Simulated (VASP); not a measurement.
# YbSb3 (Fm-3m) in VASP: further runs

Runs on YbSb3. Level: PBE. Tasks: single point, relaxation of cell and atoms.

All numbers are computed with VASP 6.6.1; they aren't measurements. Logs are shortened: lines on timing, memory, paths and dates and some standing lists are left out, and cuts for length are marked.

**1. The cell of the first run**

The structure is cubic, space group Fm-3m (No. 225). Conventional cell: a = 7.672 Å, b = 7.672 Å, c = 7.672 Å, α = 90.00°, β = 90.00°, γ = 90.00°. Yb (site symmetry m-3m) has 14 Sb at 3.32 to 3.84 Å within 4.4 Å. Within 4.4 Å of Sb (site symmetry -43m) lie 4 Yb at 3.32 Å and 10 Sb at 3.32 to 3.84 Å. Sb (site symmetry m-3m) has 8 Sb at 3.32 Å and 6 Yb at 3.84 Å within 4.4 Å.

**2. Single point, PBE**

INCAR

```
SYSTEM = YbSb3
ALGO     = Normal         ! electronic algorithm
EDIFF    = 1E-6           ! SCF threshold, eV
ENCUT    = 520            ! plane-wave cutoff, eV
GGA      = PE             ! functional
ISIF     = 2              ! what is computed and relaxed
ISMEAR   = 0              ! smearing method
LASPH    = .TRUE.         ! aspherical terms in the spheres
LCHARG   = .FALSE.        ! write CHGCAR
LREAL    = .FALSE.        ! projectors in reciprocal space
LWAVE    = .FALSE.        ! write WAVECAR
NBANDS   = 28             ! bands
NELM     = 100            ! most SCF steps
PREC     = Accurate       ! precision mode
SIGMA    = 0.1            ! smearing width, eV
```

KPOINTS

```
k-points
0
G
  10 10 10
  0 0 0
```

POSCAR

```
YbSb3
1.0
    0.0000000000      3.8361797110      3.8361797110
    3.8361797110      0.0000000000      3.8361797110
    3.8361797110      3.8361797110      0.0000000000
Yb Sb
1 3
Direct
    0.5000000000      0.5000000000      0.5000000000
    0.2500000000      0.2500000000      0.2500000000
    0.7500000000      0.7500000000      0.7500000000
    0.0000000000      0.0000000000      0.0000000000
```

Potentials or basis: VASP PAW PBE potentials, release 64 (Yb, Sb).

Run with:

```sh
$ cat potpaw_PBE.64/Yb/POTCAR potpaw_PBE.64/Sb/POTCAR > POTCAR
$ mpirun -np 1 vasp_std > vasp.out
```

OUTCAR:

```text
SYSTEM = YbSb3
   EDIFF = 1E-6
   ENCUT = 520
   GGA = PE
   ISIF = 2
   ISMEAR = 0
   LASPH = .TRUE.
   LREAL = .FALSE.
   NELM = 100
   PREC = Accurate

 ion  position               nearest neighbor table
   1  0.500  0.500  0.500-   2 3.32   2 3.32   2 3.32   2 3.32   3 3.32   3 3.32   3 3.32   3 3.32

   2  0.250  0.250  0.250-   4 3.32   4 3.32   4 3.32   1 3.32   4 3.32   1 3.32   1 3.32   1 3.32

   3  0.750  0.750  0.750-   1 3.32   1 3.32   1 3.32   1 3.32   4 3.32   4 3.32   4 3.32   4 3.32

   4  0.000  0.000  0.000-   3 3.32   3 3.32   3 3.32   2 3.32   3 3.32   2 3.32   2 3.32   2 3.32

  LATTYP: Found a face centered cubic cell.
 ALAT       =     7.6723594220

  Lattice vectors:

 A1 = (   0.0000000000,   3.8361797110,   3.8361797110)
 A2 = (   3.8361797110,   0.0000000000,   3.8361797110)
 A3 = (   3.8361797110,   3.8361797110,   0.0000000000)

Analysis of symmetry for initial positions (statically):
=====================================================================
 Subroutine PRICEL returns:
 Original cell was already a primitive cell.

 Routine SETGRP: Setting up the symmetry group for a
 face centered cubic supercell.

 Subroutine GETGRP returns: Found 48 space group operations
 (whereof 48 operations were pure point group operations)
 out of a pool of 48 trial point group operations.

The static configuration has the point symmetry O_h .

Analysis of symmetry for dynamics (positions and initial velocities):
=====================================================================
 Subroutine PRICEL returns:
 Original cell was already a primitive cell.

 Routine SETGRP: Setting up the symmetry group for a
 face centered cubic supercell.

 Subroutine GETGRP returns: Found 48 space group operations
 (whereof 48 operations were pure point group operations)
 out of a pool of 48 trial point group operations.

The dynamic configuration has the point symmetry O_h .

 Subroutine INISYM returns: Found 48 space group operations
 (whereof 48 operations are pure point group operations),
 and found     1 'primitive' translations

----------------------------------------------------------------------------------------

                                     Primitive cell

  volume of cell :     112.9085

  direct lattice vectors                    reciprocal lattice vectors
     0.000000000  3.836179711  3.836179711    -0.130338002  0.130338002  0.130338002
     3.836179711  0.000000000  3.836179711     0.130338002 -0.130338002  0.130338002
     3.836179711  3.836179711  0.000000000     0.130338002  0.130338002 -0.130338002

  length of vectors
     5.425177375  5.425177375  5.425177375     0.225752042  0.225752042  0.225752042

  position of ions in fractional coordinates (direct lattice)
     0.500000000  0.500000000  0.500000000
     0.250000000  0.250000000  0.250000000
     0.750000000  0.750000000  0.750000000
     0.000000000  0.000000000  0.000000000

  ion indices of the primitive-cell ions
   primitive index   ion index
                 1           1
                 2           2
                 3           3
                 4           4

----------------------------------------------------------------------------------------

 KPOINTS: k-points

Automatic generation of k-mesh.
 Grid dimensions read from file:
 generate k-points for:   10   10   10

 Generating k-lattice:

  Cartesian coordinates                     Fractional coordinates (reciprocal lattice)
    -0.013033800  0.013033800  0.013033800     0.100000000  0.000000000  0.000000000
     0.013033800 -0.013033800  0.013033800     0.000000000  0.100000000  0.000000000
     0.013033800  0.013033800 -0.013033800     0.000000000  0.000000000  0.100000000

  Length of vectors
     0.022575204  0.022575204  0.022575204

  Shift w.r.t. Gamma in fractional coordinates (k-lattice)
     0.000000000  0.000000000  0.000000000

 Subroutine IBZKPT returns following result:
 ===========================================

 Found     47 irreducible k-points:

 Following reciprocal coordinates:
            Coordinates               Weight
  0.000000  0.000000  0.000000      1.000000
  0.100000  0.000000  0.000000      8.000000
  0.200000  0.000000  0.000000      8.000000
  0.300000  0.000000  0.000000      8.000000
  0.400000  0.000000  0.000000      8.000000
  0.500000  0.000000  0.000000      4.000000
[... 16 lines left out ...]
  0.300000  0.300000  0.000000      6.000000
  0.400000  0.300000  0.000000     24.000000
 [... further k-points ...]
   k-points           NKPTS =     47   k-points in BZ     NKDIM =     47   number of bands    NBANDS=     28
   number of dos      NEDOS =    301   number of ions     NIONS =      4
   total plane-waves  NPLWV =  64000
   dimension x,y,z NGX =    40 NGY =   40 NGZ =   40
   dimension x,y,z NGXF=    80 NGYF=   80 NGZF=   80
   ions per type =               1   3
   NGX,Y,Z   is equivalent  to a cutoff of  12.26, 12.26, 12.26 a.u.
   NGXF,Y,Z  is equivalent  to a cutoff of  24.51, 24.51, 24.51 a.u.
 SYSTEM =  YbSb3
   PREC   = accura    normal or accurate (medium, high low for compatibility)
   ISTART =      0    job   : 0-new  1-cont  2-samecut
   ICHARG =      2    charge: 1-file 2-atom 10-const
   ISPIN  =      1    spin polarized calculation?
   LNONCOLLINEAR =      F non collinear calculations
   LSORBIT =      F    spin-orbit coupling
   LASPH  =      T    aspherical Exc in radial PAW
   ENCUT  =  520.0 eV  38.22 Ry    6.18 a.u.  10.09 10.09 10.09*2*pi/ulx,y,z
   NELM   =    100;   NELMIN=  2; NELMDL= -5     # of ELM steps
   EDIFF  = 0.1E-05   stopping-criterion for ELM
   LREAL  =      F    real-space projection
   EDIFFG = 0.1E-04   stopping-criterion for IOM
   NSW    =      0    number of steps for IOM
   IBRION =     -1    ionic relax: 0-MD 1-quasi-New 2-CG
   NFREE  =      0    steps in history (QN), initial steepest desc. (CG)
   ISIF   =      2    stress and relaxation
   ISYM   =      2    0-nonsym 1-usesym 2-fastsym
   POTIM  = 0.5000    time-step for ionic-motion
   TEBEG  =    0.0;   TEEND  =   0.0 temperature during run
   PSTRESS=    0.0 pullay stress
   NELECT =      39.0000    total number of electrons
   NUPDOWN=      -1.0000    fix difference up-down
   EMIN   =  10.00;   EMAX   =-10.00  energy-range for DOS
   EFERMI =   0.00;   METHOD = LEGACY
   ISMEAR =     0;   SIGMA  =   0.10  broadening in eV -4-tet -1-fermi 0-gaus
   EFERMI_NEDOS =   21; number of points for ismear=-14 and -15
   IALGO  =     38    algorithm
   IMIX   =      4    mixing-type and parameters
     AMIX     =   0.40;   BMIX     =  1.00
     AMIX_MAG =   1.60;   BMIX_MAG =  1.00
  volume/ion in A,a.u.               =      28.23       190.49
  Fermi-wavevector in a.u.,A,eV,Ry     =   1.148649  2.170632 17.951459  1.319395
  Thomas-Fermi vector in A             =   2.285323
   LORBIT       =      0    0 simple, 1 ext, 2 COOP (PROOUT), +10 PAW based schemes
   GGA     = PE    functional components
   LHFCALC =     F    Hartree Fock is set to
   AEXX    =    0.0000 exact exchange contribution
   IVDW    =     0    specifies the selected vdW correction
   LEPSILON=     F    determine dielectric tensor
   LRPA    =     F    only Hartree local field effects (RPA)
 non-spin polarized calculation
 Gauss-broadening in eV      SIGMA  =   0.10
  energy-cutoff  :      520.00
  volume of cell :      112.91
 maximum number of plane-waves:      3071
   NGX = 21   NGY = 21   NGZ = 21

 number of electron      38.9999985 magnetization

 Free energy of the ion-electron system (eV)
  ---------------------------------------------------
  ext. energy  EPLUGINS =         0.00000000
  ---------------------------------------------------
  free energy    TOTEN  =       -16.76358154 eV

  energy without entropy =      -16.74488342  energy(sigma->0) =      -16.75423248

 E-fermi :   6.5916     XC(G=0): -10.1256

 val. band max:        6.5626649342   @ k =   0.5000   0.3000   0.1000
 cond. band min:       6.5926047391   @ k =  -0.4000   0.4000   0.1000
 fundamental gap:      0.0299398050
 Fermi energy:         6.5916077260

 k-point     1 :       0.0000    0.0000    0.0000
  band No.  band energies     occupation
      1     -45.1401      2.00000
      2     -17.4946      2.00000
      3     -17.4946      2.00000
      4     -17.4946      2.00000
      5      -5.2980      2.00000
      6      -1.1432      2.00000
[... 20 lines left out ...]
     27      12.5440      0.00000
     28      12.5440      0.00000

 k-point     2 :       0.1000    0.0000    0.0000
  band No.  band energies     occupation
      1     -45.1401      2.00000
      2     -17.4956      2.00000
      3     -17.4947      2.00000
      4     -17.4947      2.00000
      5      -5.2255      2.00000
      6      -1.2503      2.00000
[... 20 lines left out ...]
     27      12.5018      0.00000
     28      12.5038      0.00000

 k-point     3 :       0.2000    0.0000    0.0000
  band No.  band energies     occupation
      1     -45.1401      2.00000
      2     -17.4983      2.00000
      3     -17.4951      2.00000
      4     -17.4951      2.00000
      5      -5.0122      2.00000
      6      -1.5706      2.00000
[... 20 lines left out ...]
     27      12.4018      0.00000
     28      12.4018      0.00000

 k-point     4 :       0.3000    0.0000    0.0000
  band No.  band energies     occupation
      1     -45.1401      2.00000
      2     -17.5016      2.00000
      3     -17.4955      2.00000
      4     -17.4955      2.00000
      5      -4.6735      2.00000
      6      -2.1007      2.00000
[... 578 lines left out ...]
     27      11.6611      0.00000
     28      11.7812      0.00000

 k-point    23 :       0.3000    0.3000    0.0000
  band No.  band energies     occupation
      1     -45.1401      2.00000
      2     -17.5016      2.00000
      3     -17.4969      2.00000
      4     -17.4969      2.00000
      5      -4.4613      2.00000
      6      -1.8731      2.00000
[... 20 lines left out ...]
     27      12.1574      0.00000
     28      12.6798      0.00000

 k-point    24 :       0.4000    0.3000    0.0000
  band No.  band energies     occupation
      1     -45.1401      2.00000
      2     -17.5031      2.00000
      3     -17.4976      2.00000
      4     -17.4973      2.00000
      5      -4.1404      2.00000
      6      -2.1071      2.00000
[... 20 lines left out ...]
     27      12.0035      0.00000
     28      12.0808      0.00000

 [... further k-points ...]
[... 5 lines left out ...]
  --------------------------------------------------------------------------------------
  -------------------------------------------------------------------------------------
  Total        0.2060262      0.2060262      0.2060262      0.0000000      0.0000000     -0.0000000
  in kB        2.9235202      2.9235202      2.9235202      0.0000000      0.0000000     -0.0000000
  external PRESSURE =       2.9235202 kB  Pullay stress =       0.0000000 kB

 VOLUME and BASIS-vectors are now :
 -----------------------------------------------------------------------------
  energy-cutoff  :      520.00
  volume of cell :      112.91
      direct lattice vectors                 reciprocal lattice vectors
     0.000000000  3.836179711  3.836179711    -0.130338002  0.130338002  0.130338002
     3.836179711  0.000000000  3.836179711     0.130338002 -0.130338002  0.130338002
     3.836179711  3.836179711  0.000000000     0.130338002  0.130338002 -0.130338002

 POSITION                                       TOTAL-FORCE (eV/Angst)
 -----------------------------------------------------------------------------------
      3.83618      3.83618      3.83618         0.000000     -0.000000      0.000000
      1.91809      1.91809      1.91809        -0.000000      0.000000     -0.000000
      5.75427      5.75427      5.75427        -0.000000     -0.000000      0.000000
      0.00000      0.00000      0.00000         0.000000     -0.000000     -0.000000
 -----------------------------------------------------------------------------------
    total drift:                               -0.000000     -0.000000      0.000000

  FREE ENERGIE OF THE ION-ELECTRON SYSTEM (eV)
  ---------------------------------------------------
  free  energy   TOTEN  =       -16.7635815408 eV

  energy  without entropy=      -16.7448834174  energy(sigma->0) =      -16.75423248
```

Run time: 7 min. Hardware: 1 thread of Intel Xeon Platinum 8259CL at 2.50GHz (Skylake/Cascade Lake), shared host; peak memory 0.34 GiB.

What came out:

```
Free energy : -16.7636 eV
Pressure    : 0.3 GPa
```

Levels at points of the mesh, in eV from the Fermi level:
| k point | band 16 | band 17 | band 18 | band 19 | band 20 | band 21 | band 22 | band 23 | band 24 | band 25 |
| --- | --- | --- | --- | --- | --- | --- | --- | --- | --- | --- |
| (0.00, 0.00, 0.00) | -0.39 | -0.37 | -0.34 | -0.34 | -0.34 | 0.95 | 0.95 | 0.95 | 1.34 | 1.34 |
| (0.50, 0.00, 0.00) | -0.39 | -0.37 | -0.34 | -0.34 | 0.36 | 0.58 | 0.58 | 1.89 | 4.05 | 4.40 |
| (0.50, 0.50, 0.00) | -0.38 | -0.38 | 0.08 | 0.08 | 0.31 | 1.72 | 2.21 | 2.21 | 2.27 | 2.48 |

Caveat: spin-orbit coupling is left out, which moves the levels of the heavy elements; without U or exact exchange the open f shell lies at the Fermi level, which spoils levels, moments and volumes.

(Continued in part 2 of 2.)
